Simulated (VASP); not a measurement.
# Cs2KClF6 (Fm-3m) in VASP: further runs

Runs on Cs2KClF6. Level: PBE. Tasks: single point.

Program: VASP 6.6.1. These are calculated values, not measurements. Logs are shortened: lines on timing, memory, paths and dates and some standing lists are left out, and cuts for length are marked.

## (1) The cell of the first run

Symmetry: Fm-3m, No. 225, cubic system. The conventional cell has a = 9.327 Å, b = 9.327 Å, c = 9.327 Å, α = 90.00°, β = 90.00°, γ = 90.00°. F (site symmetry 4mm) has 1 Cl at 2.01 Å and 1 K at 2.66 Å within 2.7 Å. K (site symmetry m-3m) has 6 F at 2.66 Å within 3.5 Å. Cl (site symmetry m-3m) has 6 F at 2.01 Å within 2.7 Å. Cs (site symmetry -43m) has 12 F at 3.31 Å and 4 K at 4.04 Å and 4 Cl at 4.04 Å within 4.4 Å.

## (2) Single point, PBE

Input file INCAR:

```
PREC = Accurate
ENCUT = 520
EDIFF = 1E-7
ISMEAR = 1
SIGMA = 0.0151
LREAL = False
LASPH = True
NELM = 80
ALGO = Normal
ISIF = 2
LWAVE = False
LCHARG = False
GGA = PE
NBANDS = 49
```

Input file KPOINTS:

```
Automatic mesh
0
Gamma
  4 4 4
```

Input file POSCAR:

```
Cs2KClF6
1.0
    0.0000000000      4.6635450000      4.6635450000
    4.6635450000      0.0000000000      4.6635450000
    4.6635450000      4.6635450000      0.0000000000
F K Cl Cs
6 1 1 2
Direct
    0.7850000000      0.2150000000      0.2150000000
    0.2150000000      0.7850000000      0.2150000000
    0.2150000000      0.7850000000      0.7850000000
    0.7850000000      0.2150000000      0.7850000000
    0.2150000000      0.2150000000      0.7850000000
    0.7850000000      0.7850000000      0.2150000000
    0.5000000000      0.5000000000      0.5000000000
    0.0000000000      0.0000000000      0.0000000000
    0.2500000000      0.2500000000      0.2500000000
    0.7500000000      0.7500000000      0.7500000000
```

Potentials or basis: VASP PAW PBE potentials, release 64 (F, K_sv, Cl, Cs_sv).

Command:

```bash
> cat potpaw_PBE.64/F/POTCAR potpaw_PBE.64/K_sv/POTCAR potpaw_PBE.64/Cl/POTCAR potpaw_PBE.64/Cs_sv/POTCAR > POTCAR
> mpirun -np 1 vasp_std > vasp.out
```

OUTCAR:

```text
PREC = Accurate
   ENCUT = 520
   EDIFF = 1E-7
   ISMEAR = 1
   LREAL = False
   LASPH = True
   NELM = 80
   ISIF = 2
   GGA = PE

 ion  position               nearest neighbor table
   1  0.785  0.215  0.215-   8 2.01   7 2.66
   2  0.215  0.785  0.215-   8 2.01   7 2.66
   3  0.215  0.785  0.785-   8 2.01   7 2.66
   4  0.785  0.215  0.785-   8 2.01   7 2.66
   5  0.215  0.215  0.785-   8 2.01   7 2.66
   6  0.785  0.785  0.215-   8 2.01   7 2.66
   7  0.500  0.500  0.500-   1 2.66   2 2.66   3 2.66   4 2.66   5 2.66   6 2.66
   8  0.000  0.000  0.000-   1 2.01   2 2.01   3 2.01   4 2.01   5 2.01   6 2.01
   9  0.250  0.250  0.250-
  10  0.750  0.750  0.750-

  LATTYP: Found a face centered cubic cell.
 ALAT       =     9.3270900000

  Lattice vectors:

 A1 = (   0.0000000000,   4.6635450000,   4.6635450000)
 A2 = (   4.6635450000,   0.0000000000,   4.6635450000)
 A3 = (   4.6635450000,   4.6635450000,   0.0000000000)

Analysis of symmetry for initial positions (statically):
=====================================================================
 Subroutine PRICEL returns:
 Original cell was already a primitive cell.

 Routine SETGRP: Setting up the symmetry group for a
 face centered cubic supercell.

 Subroutine GETGRP returns: Found 48 space group operations
 (whereof 48 operations were pure point group operations)
 out of a pool of 48 trial point group operations.

The static configuration has the point symmetry O_h .

Analysis of symmetry for dynamics (positions and initial velocities):
=====================================================================
 Subroutine PRICEL returns:
 Original cell was already a primitive cell.

 Routine SETGRP: Setting up the symmetry group for a
 face centered cubic supercell.

 Subroutine GETGRP returns: Found 48 space group operations
 (whereof 48 operations were pure point group operations)
 out of a pool of 48 trial point group operations.

The dynamic configuration has the point symmetry O_h .

 Subroutine INISYM returns: Found 48 space group operations
 (whereof 48 operations are pure point group operations),
 and found     1 'primitive' translations

----------------------------------------------------------------------------------------

                                     Primitive cell

  volume of cell :     202.8516

  direct lattice vectors                    reciprocal lattice vectors
     0.000000000  4.663545000  4.663545000    -0.107214576  0.107214576  0.107214576
     4.663545000  0.000000000  4.663545000     0.107214576 -0.107214576  0.107214576
     4.663545000  4.663545000  0.000000000     0.107214576  0.107214576 -0.107214576

  length of vectors
     6.595248588  6.595248588  6.595248588     0.185701093  0.185701093  0.185701093

  position of ions in fractional coordinates (direct lattice)
     0.785000000  0.215000000  0.215000000
     0.215000000  0.785000000  0.215000000
     0.215000000  0.785000000  0.785000000
     0.785000000  0.215000000  0.785000000
     0.215000000  0.215000000  0.785000000
     0.785000000  0.785000000  0.215000000
     0.500000000  0.500000000  0.500000000
     0.000000000  0.000000000  0.000000000
     0.250000000  0.250000000  0.250000000
     0.750000000  0.750000000  0.750000000

  ion indices of the primitive-cell ions
   primitive index   ion index
                 1           1
                 2           2
                 3           3
                 4           4
                 5           5
                 6           6
                 7           7
                 8           8
                 9           9
                10          10

----------------------------------------------------------------------------------------

 KPOINTS: Automatic mesh

Automatic generation of k-mesh.
 Grid dimensions read from file:
 generate k-points for:    4    4    4

 Generating k-lattice:

  Cartesian coordinates                     Fractional coordinates (reciprocal lattice)
    -0.026803644  0.026803644  0.026803644     0.250000000  0.000000000  0.000000000
     0.026803644 -0.026803644  0.026803644     0.000000000  0.250000000  0.000000000
     0.026803644  0.026803644 -0.026803644     0.000000000  0.000000000  0.250000000

  Length of vectors
     0.046425273  0.046425273  0.046425273

  Shift w.r.t. Gamma in fractional coordinates (k-lattice)
     0.000000000  0.000000000  0.000000000

 Subroutine IBZKPT returns following result:
 ===========================================

 Found      8 irreducible k-points:

 Following reciprocal coordinates:
            Coordinates               Weight
  0.000000  0.000000  0.000000      1.000000
  0.250000  0.000000  0.000000      8.000000
  0.500000  0.000000  0.000000      4.000000
  0.250000  0.250000  0.000000      6.000000
  0.500000  0.250000  0.000000     24.000000
 -0.250000  0.250000  0.000000     12.000000
  0.500000  0.500000  0.000000      3.000000
 -0.250000  0.500000  0.250000      6.000000
   k-points           NKPTS =      8   k-points in BZ     NKDIM =      8   number of bands    NBANDS=     49
   number of dos      NEDOS =    301   number of ions     NIONS =     10
   total plane-waves  NPLWV = 125000
   dimension x,y,z NGX =    50 NGY =   50 NGZ =   50
   dimension x,y,z NGXF=   100 NGYF=  100 NGZF=  100
   ions per type =               6   1   1   2
   NGX,Y,Z   is equivalent  to a cutoff of  12.60, 12.60, 12.60 a.u.
   NGXF,Y,Z  is equivalent  to a cutoff of  25.21, 25.21, 25.21 a.u.
 SYSTEM =  unknown system
   PREC   = accura    normal or accurate (medium, high low for compatibility)
   ISTART =      0    job   : 0-new  1-cont  2-samecut
   ICHARG =      2    charge: 1-file 2-atom 10-const
   ISPIN  =      1    spin polarized calculation?
   LNONCOLLINEAR =      F non collinear calculations
   LSORBIT =      F    spin-orbit coupling
   LASPH  =      T    aspherical Exc in radial PAW
   ENCUT  =  520.0 eV  38.22 Ry    6.18 a.u.  12.26 12.26 12.26*2*pi/ulx,y,z
   NELM   =     80;   NELMIN=  2; NELMDL= -5     # of ELM steps
   EDIFF  = 0.1E-06   stopping-criterion for ELM
   LREAL  =      F    real-space projection
   EDIFFG = 0.1E-05   stopping-criterion for IOM
   NSW    =      0    number of steps for IOM
   IBRION =     -1    ionic relax: 0-MD 1-quasi-New 2-CG
   NFREE  =      0    steps in history (QN), initial steepest desc. (CG)
   ISIF   =      2    stress and relaxation
   ISYM   =      2    0-nonsym 1-usesym 2-fastsym
   POTIM  = 0.5000    time-step for ionic-motion
   TEBEG  =    0.0;   TEEND  =   0.0 temperature during run
   PSTRESS=    0.0 pullay stress
   NELECT =      76.0000    total number of electrons
   NUPDOWN=      -1.0000    fix difference up-down
   EMIN   =  10.00;   EMAX   =-10.00  energy-range for DOS
   EFERMI =   0.00;   METHOD = LEGACY
   ISMEAR =     1;   SIGMA  =   0.02  broadening in eV -4-tet -1-fermi 0-gaus
   EFERMI_NEDOS =   21; number of points for ismear=-14 and -15
   IALGO  =     38    algorithm
   IMIX   =      4    mixing-type and parameters
     AMIX     =   0.40;   BMIX     =  1.00
     AMIX_MAG =   1.60;   BMIX_MAG =  1.00
  volume/ion in A,a.u.               =      20.29       136.89
  Fermi-wavevector in a.u.,A,eV,Ry     =   1.180193  2.230242 18.950964  1.392857
  Thomas-Fermi vector in A             =   2.316490
   LORBIT       =      0    0 simple, 1 ext, 2 COOP (PROOUT), +10 PAW based schemes
   GGA     = PE    functional components
   LHFCALC =     F    Hartree Fock is set to
   AEXX    =    0.0000 exact exchange contribution
   IVDW    =     0    specifies the selected vdW correction
   LEPSILON=     F    determine dielectric tensor
   LRPA    =     F    only Hartree local field effects (RPA)
 non-spin polarized calculation
 Methfessel and Paxton  Order N= 1 SIGMA  =   0.02
  energy-cutoff  :      520.00
  volume of cell :      202.85
 maximum number of plane-waves:      5577
 NGX is ok and might be reduce to    50
   NGX = 25   NGY = 25   NGZ = 25

 number of electron      75.9999949 magnetization

 Free energy of the ion-electron system (eV)
  ---------------------------------------------------
  ext. energy  EPLUGINS =         0.00000000
  ---------------------------------------------------
  free energy    TOTEN  =       -31.68917334 eV

  energy without entropy =      -31.68856209  energy(sigma->0) =      -31.68896959

 E-fermi :   1.3063     XC(G=0):  -8.5554

 val. band max:        1.2576501984   @ k =   0.5000   0.2500   0.0000
 cond. band min:       1.3118671309   @ k =   0.5000   0.0000   0.0000
 fundamental gap:      0.0542169325
 Fermi energy:         1.3063162236

 k-point     1 :       0.0000    0.0000    0.0000
  band No.  band energies     occupation
      1     -28.2720      2.00000
      2     -22.4757      2.00000
      3     -21.6721      2.00000
      4     -21.6721      2.00000
      5     -21.6721      2.00000
      6     -21.4644      2.00000
[... 41 lines left out ...]
     48       7.6667      0.00000
     49       7.6667      0.00000

 k-point     2 :       0.2500    0.0000    0.0000
  band No.  band energies     occupation
      1     -28.2719      2.00000
      2     -22.4702      2.00000
      3     -21.6746      2.00000
      4     -21.6660      2.00000
      5     -21.6660      2.00000
      6     -21.4705      2.00000
[... 41 lines left out ...]
     48       7.6380      0.00000
     49       7.8615      0.00000

 k-point     3 :       0.5000    0.0000    0.0000
  band No.  band energies     occupation
      1     -28.2717      2.00000
      2     -22.4648      2.00000
      3     -21.6780      2.00000
      4     -21.6598      2.00000
      5     -21.6598      2.00000
      6     -21.4777      2.00000
[... 249 lines left out ...]
     48       8.2344      0.00000
     49       8.3292      0.00000

 k-point     8 :      -0.2500    0.5000    0.2500
  band No.  band energies     occupation
      1     -28.2717      2.00000
      2     -22.4528      2.00000
      3     -21.6812      2.00000
      4     -21.6812      2.00000
      5     -21.6631      2.00000
      6     -21.4724      2.00000
[... 41 lines left out ...]
     48       7.9431      0.00000
     49       7.9431      0.00000

------------------------ aborting loop because EDIFF is reached ----------------------------------------

  FORCE on cell =-STRESS in cart. coord.  units (eV):
  Direction    XX          YY          ZZ          XY          YZ          ZX
  --------------------------------------------------------------------------------------
  -------------------------------------------------------------------------------------
  Total        5.0310372      5.0310372      5.0310372     -0.0000000      0.0000000      0.0000000
  in kB       39.7364991     39.7364991     39.7364991     -0.0000000      0.0000000      0.0000000
  external PRESSURE =      39.7364991 kB  Pullay stress =       0.0000000 kB

 VOLUME and BASIS-vectors are now :
 -----------------------------------------------------------------------------
  energy-cutoff  :      520.00
  volume of cell :      202.85
      direct lattice vectors                 reciprocal lattice vectors
     0.000000000  4.663545000  4.663545000    -0.107214576  0.107214576  0.107214576
     4.663545000  0.000000000  4.663545000     0.107214576 -0.107214576  0.107214576
     4.663545000  4.663545000  0.000000000     0.107214576  0.107214576 -0.107214576

 POSITION                                       TOTAL-FORCE (eV/Angst)
 -----------------------------------------------------------------------------------
      2.00532      4.66355      4.66355         1.564948     -0.000000     -0.000000
      4.66355      2.00532      4.66355         0.000000      1.564948     -0.000000
      7.32177      4.66355      4.66355        -1.564948     -0.000000     -0.000000
      4.66355      7.32177      4.66355         0.000000     -1.564948     -0.000000
      4.66355      4.66355      2.00532         0.000000     -0.000000      1.564948
      4.66355      4.66355      7.32177         0.000000     -0.000000     -1.564948
      4.66355      4.66355      4.66355         0.000000     -0.000000     -0.000000
      0.00000      0.00000      0.00000         0.000000     -0.000000     -0.000000
      2.33177      2.33177      2.33177         0.000000      0.000000      0.000000
      6.99532      6.99532      6.99532        -0.000000     -0.000000     -0.000000
 -----------------------------------------------------------------------------------
    total drift:                                0.000000      0.000000     -0.000000

  FREE ENERGIE OF THE ION-ELECTRON SYSTEM (eV)
  ---------------------------------------------------
  free  energy   TOTEN  =       -31.6891733427 eV

  energy  without entropy=      -31.6885620856  energy(sigma->0) =      -31.68896959
```

Wall time 2.2 min (1 thread of Intel Xeon Platinum 8259CL at 2.50GHz (Skylake/Cascade Lake), shared host); peak memory 0.38 GiB.

Results:

| Property | Result |
| --- | --- |
| Free energy | -31.6892 eV |
| Pressure | 4.0 GPa |
| Largest force | 1.565 eV/Å |
| Band gap on the k mesh | zero (bands 38 and 39 overlap by 0.08 eV) |

Forces in eV/Å, atoms in the order of the input:
```
F    1.565  0.000  0.000
F    0.000  1.565  0.000
F   -1.565  0.000  0.000
F    0.000 -1.565  0.000
F    0.000  0.000  1.565
F    0.000  0.000 -1.565
K    0.000  0.000  0.000
Cl   0.000  0.000  0.000
Cs   0.000  0.000  0.000
Cs   0.000  0.000  0.000
```

Caveat: the cell stands under pressure; spin-orbit coupling is left out, which moves the levels of the heavy elements; forces of over 1 eV/Å act on the atoms, so gaps and moduli don't describe the material at rest.

## (3) Single point, PBE

Input file INCAR:

```
SYSTEM = Cs2KClF6
ALGO = Normal ; EDIFF = 1E-7
ENCUT = 520 ; GGA = PE
ISIF = 2 ; ISMEAR = 1
ISYM = 0 ; LASPH = .True.
LCHARG = .False. ; LREAL = .False.
LWAVE = .False. ; NBANDS = 49
NELM = 100 ; PREC = Accurate
SIGMA = 0.0151
```

Input file KPOINTS:

```
Automatic mesh
0
Gamma
  4 4 4
  0.5 0.5 0.5
```

POSCAR is that of step 2.

Potentials or basis: VASP PAW PBE potentials, release 64 (F, K_sv, Cl, Cs_sv).

Command:

```bash
> cat potpaw_PBE.64/F/POTCAR potpaw_PBE.64/K_sv/POTCAR potpaw_PBE.64/Cl/POTCAR potpaw_PBE.64/Cs_sv/POTCAR > POTCAR
> mpirun -np 1 vasp_std > vasp.out
```

Wall time 27 min (1 thread of Intel Xeon Platinum 8259CL at 2.50GHz (Skylake/Cascade Lake), shared host); peak memory 1.1 GiB.

Results (log left out):

| Quantity | Value |
| --- | --- |
| Free energy | -31.6920 eV |
| Pressure | 4.0 GPa |
| Largest force | 1.570 eV/Å |
| Band gap on the k mesh | zero (bands 38 and 39 overlap by 0.05 eV) |

Forces in eV/Å, atoms in the order of the input:
```
F    1.570  0.000  0.000
F    0.000  1.570  0.000
F   -1.570  0.000  0.000
F    0.000 -1.570  0.000
F    0.000  0.000  1.570
F    0.000  0.000 -1.570
K    0.000  0.000  0.000
Cl   0.000  0.000  0.000
Cs   0.000  0.000  0.000
Cs   0.000  0.000  0.000
```

Levels at points of the mesh, in eV from the Fermi level:
```
           k point  band 34  band 35  band 36  band 37  band 38  band 39  band 40  band 41  band 42  band 43
(0.12, 0.12, 0.12)    -3.59    -3.59    -3.59    -3.43    -0.02     0.01     0.01     3.79     4.78     4.78
```

Caveat: the cell stands under pressure; spin-orbit coupling is left out, which moves the levels of the heavy elements; forces of over 1 eV/Å act on the atoms, so gaps and moduli don't describe the material at rest.
